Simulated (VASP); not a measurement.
Runs of VASP 6.6.1 on KMgPd3. The structure is that of space group Pm-3m (No. 221), or close to it. The cells are those of the table. The cell was built from a structure type or drawn by symmetry, and may not be a known phase.

```csv
task,cell,k mesh,gap on the mesh (eV),pressure (GPa),relaxed volume (Å³/atom)
single point,"a = 4.880 Å, 5 atoms",8 × 8 × 8,none,(a),-
relaxation of cell and atoms,"relaxed from a = 4.877 Å, 5 atoms",8 × 8 × 8,none,0.0,23.27
single point,"a = 4.877 Å, 5 atoms",4 × 4 × 4,none,0.0,-
single point,"a = 4.294 Å, 5 atoms",4 × 4 × 4,none,38.7,-
relaxation of cell and atoms,"relaxed from a = 4.294 Å, 5 atoms",4 × 4 × 4,none,-0.1,23.32
```

Alike in all rows: level PBE; potentials or basis VASP PAW PBE potentials, release 64 (K_sv, Mg, Pd); no spin polarisation; cutoff (eV) 600; smearing gaussian 0.1 eV.

Estimate the missing entries.

(a) 0.1.

Caveats: some runs use coarse meshes; the volume moved by over 15 % at a fixed basis, so the end points are rough (at least some runs).

A k mesh can miss the band edges, and the runs leave out spin-orbit coupling on Pd.

A gap of «none» marks levels without a gap at the run's occupations.
